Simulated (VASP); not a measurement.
InAs:

```
In As
1.0
     4.06912    0.00000    0.00000
     2.03456    3.52396    0.00000
     2.03456    1.17465    3.32242
In As
1 1
Direct
  0.50000 0.50000 0.50000
  0.00000 0.00000 0.00000
```

Program: VASP 6.6.1. Alike in all runs: task single point; level PBEsol; potentials or basis VASP PAW PBE potentials, release 64 (In_d, As); no spin polarisation; cell as given; cutoff (eV) 500; smearing fermi-dirac 0.05 eV.

Question: Order these runs on this cell by their pressure, lowest first.
A. k mesh 3 × 3 × 3
B. k mesh 4 × 4 × 4
C. k mesh 2 × 2 × 2

Answer: B (-2.3 GPa), A (-0.4 GPa), C (8.3 GPa).

Caveats: all runs use coarse meshes; the PAW data sets were made with another functional, which shifts forces and pressure a little.
